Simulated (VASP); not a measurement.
# Os (Fm-3m) in VASP: a run that goes wrong, beside a sound one

Two runs on Os: the first has a flaw, the second is sound.

All numbers are computed with VASP 6.6.1; they aren't measurements. Logs are shortened: lines on timing, memory, paths and dates and some standing lists are left out, and cuts for length are marked.

### 1 The cell of the first run

It takes space group Fm-3m (No. 225, cubic). The conventional cell has a = 3.890 Å, b = 3.890 Å, c = 3.890 Å, α = 90.00°, β = 90.00°, γ = 90.00°. Os (site symmetry m-3m) has 12 Os at 2.75 Å within 3.6 Å.

This isn't the form of Os at room conditions, which is hcp.

### 2 A run with an altered input

The input, INCAR:

```
ALGO = Normal
EDIFF = 1E-6
ENCUT = 260
GGA = PS
GGA_COMPAT = F
ICHARG = 11
ISMEAR = -1
LASPH = T
LCHARG = F
LMAXMIX = 4
LREAL = F
LWAVE = F
NBANDS = 15
NELM = 63
PREC = Accurate
SIGMA = 0.03
```

The input, KPOINTS:

```
path GXWKGLUWLK,UX
8
line-mode
reciprocal
 0.0000000000  0.0000000000  0.0000000000  G
 0.5000000000  0.0000000000  0.5000000000  X

 0.5000000000  0.0000000000  0.5000000000  X
 0.5000000000  0.2500000000  0.7500000000  W

 0.5000000000  0.2500000000  0.7500000000  W
 0.3750000000  0.3750000000  0.7500000000  K

 0.3750000000  0.3750000000  0.7500000000  K
 0.0000000000  0.0000000000  0.0000000000  G

 0.0000000000  0.0000000000  0.0000000000  G
 0.5000000000  0.5000000000  0.5000000000  L

 0.5000000000  0.5000000000  0.5000000000  L
 0.6250000000  0.2500000000  0.6250000000  U

 0.6250000000  0.2500000000  0.6250000000  U
 0.5000000000  0.2500000000  0.7500000000  W

 0.5000000000  0.2500000000  0.7500000000  W
 0.5000000000  0.5000000000  0.5000000000  L

 0.5000000000  0.5000000000  0.5000000000  L
 0.3750000000  0.3750000000  0.7500000000  K

 0.6250000000  0.2500000000  0.6250000000  U
 0.5000000000  0.0000000000  0.5000000000  X
```

The input, POSCAR:

```
Os
1.0
    0.0000000000      1.9450000000      1.9450000000
    1.9450000000      0.0000000000      1.9450000000
    1.9450000000      1.9450000000      0.0000000000
Os
1
Direct
    0.0000000000      0.0000000000      0.0000000000
```

Potentials or basis: VASP PAW PBE potentials, release 64 (Os).

Launch:

```console
cat potpaw_PBE.64/Os/POTCAR > POTCAR
mpirun -np 1 vasp_std > vasp.out
```

OUTCAR:

```text
EDIFF = 1E-6
   ENCUT = 260
   GGA = PS
   ICHARG = 11
   ISMEAR = -1
   LASPH = T
   LREAL = F
   NELM = 63
   PREC = Accurate

[... 25 lines left out ...]
   LASPH  =      T    aspherical Exc in radial PAW
   ENCUT  =  260.0 eV  19.11 Ry    4.37 a.u.   3.62  3.62  3.62*2*pi/ulx,y,z
   NELM   =     63;   NELMIN=  2; NELMDL= -5     # of ELM steps
   EDIFF  = 0.1E-05   stopping-criterion for ELM
   LREAL  =      F    real-space projection
   EDIFFG = 0.1E-04   stopping-criterion for IOM
   NSW    =      0    number of steps for IOM
   IBRION =     -1    ionic relax: 0-MD 1-quasi-New 2-CG
   NFREE  =      0    steps in history (QN), initial steepest desc. (CG)
   ISIF   =      2    stress and relaxation
[... 21 lines left out ...]
   LHFCALC =     F    Hartree Fock is set to
   AEXX    =    0.0000 exact exchange contribution
   IVDW    =     0    specifies the selected vdW correction
   LEPSILON=     F    determine dielectric tensor
   LRPA    =     F    only Hartree local field effects (RPA)

   CSHIFT  =0.1000    complex shift for real part using Kramers Kronig

   OMEGAMAX=  -1.0    maximum frequency
 non-spin polarized calculation
  energy-cutoff  :      260.00
  volume of cell :       14.72
 maximum number of plane-waves:       150
```

On the terminal:

```text
POSCAR found type information on POSCAR Os
 POSCAR found :  1 types and       1 ions
[... 33 lines left out ...]

1
```

It took 0.4 s on 1 thread of AMD EPYC 9R45 (Zen 5), shared host.

The input was rejected before any iteration. The fault, put in on purpose: fixed density asked without a density file.

### 3 Band structure, PBEsol

The input, INCAR:

```
ALGO = Normal
EDIFF = 1E-6
ENCUT = 460
GGA = PS
GGA_COMPAT = F
ISMEAR = -1
LASPH = T
LCHARG = F
LMAXMIX = 4
LREAL = F
LWAVE = F
NBANDS = 15
NELM = 120
PREC = Accurate
SIGMA = 0.02
```

The input, KPOINTS:

```
Automatic mesh
0
Gamma
  27 27 27
  0 0 0
```

The input, KPOINTS_OPT:

```
path GXWKGLUWLK,UX
12
line-mode
reciprocal
 0.0000000000  0.0000000000  0.0000000000  G
 0.5000000000  0.0000000000  0.5000000000  X

 0.5000000000  0.0000000000  0.5000000000  X
 0.5000000000  0.2500000000  0.7500000000  W

 0.5000000000  0.2500000000  0.7500000000  W
 0.3750000000  0.3750000000  0.7500000000  K

 0.3750000000  0.3750000000  0.7500000000  K
 0.0000000000  0.0000000000  0.0000000000  G

 0.0000000000  0.0000000000  0.0000000000  G
 0.5000000000  0.5000000000  0.5000000000  L

 0.5000000000  0.5000000000  0.5000000000  L
 0.6250000000  0.2500000000  0.6250000000  U

 0.6250000000  0.2500000000  0.6250000000  U
 0.5000000000  0.2500000000  0.7500000000  W

 0.5000000000  0.2500000000  0.7500000000  W
 0.5000000000  0.5000000000  0.5000000000  L

 0.5000000000  0.5000000000  0.5000000000  L
 0.3750000000  0.3750000000  0.7500000000  K

 0.6250000000  0.2500000000  0.6250000000  U
 0.5000000000  0.0000000000  0.5000000000  X
```

POSCAR is that of step 2.

Potentials or basis: VASP PAW PBE potentials, release 64 (Os).

Launch:

```console
cat potpaw_PBE.64/Os/POTCAR > POTCAR
mpirun -np 1 vasp_std > vasp.out
```

Run time: 44 s. Hardware: 1 thread of AMD EPYC 9R45 (Zen 5), shared host; peak memory 0.22 GiB.

Results (log left out):

- Free energy: -12.0485 eV
- Pressure: -20.2 GPa
- Band gap along the path: zero within the smearing

Levels at the corners of the path, in eV from the Fermi level:
```tsv
point	band 1	band 2	band 3	band 4	band 5	band 6	band 7	band 8
Γ	-10.44	-2.82	-2.82	-2.82	0.02	0.02	14.28	19.78
X	-7.13	-6.44	2.21	2.21	2.88	2.88	11.42	11.91
X	-7.13	-6.44	2.21	2.21	2.88	2.88	11.42	11.91
W	-5.43	-3.94	-3.94	-0.75	2.89	8.95	9.73	9.73
W	-5.43	-3.94	-3.94	-0.75	2.89	8.95	9.73	9.73
K	-6.10	-5.11	-1.94	0.28	1.94	6.91	8.62	12.36
K	-6.10	-5.11	-1.94	0.28	1.94	6.91	8.62	12.36
Γ	-10.44	-2.82	-2.82	-2.82	0.02	0.02	14.28	19.78
Γ	-10.44	-2.82	-2.82	-2.82	0.02	0.02	14.28	19.78
L	-7.30	-2.96	-2.96	-0.25	2.25	2.25	8.33	13.79
L	-7.30	-2.96	-2.96	-0.25	2.25	2.25	8.33	13.79
U	-6.10	-5.11	-1.94	0.28	1.94	6.91	8.62	12.36
U	-6.10	-5.11	-1.94	0.28	1.94	6.91	8.62	12.36
W	-5.43	-3.94	-3.94	-0.75	2.89	8.95	9.73	9.73
W	-5.43	-3.94	-3.94	-0.75	2.89	8.95	9.73	9.73
L	-7.30	-2.96	-2.96	-0.25	2.25	2.25	8.33	13.79
L	-7.30	-2.96	-2.96	-0.25	2.25	2.25	8.33	13.79
K	-6.10	-5.11	-1.94	0.28	1.94	6.91	8.62	12.36
U	-6.10	-5.11	-1.94	0.28	1.94	6.91	8.62	12.36
X	-7.13	-6.44	2.21	2.21	2.88	2.88	11.42	11.91
```

Caveat: the cell stands under tension; the PAW data sets were made with another functional, which shifts forces and pressure a little; spin-orbit coupling is left out, which moves the levels of the heavy elements.
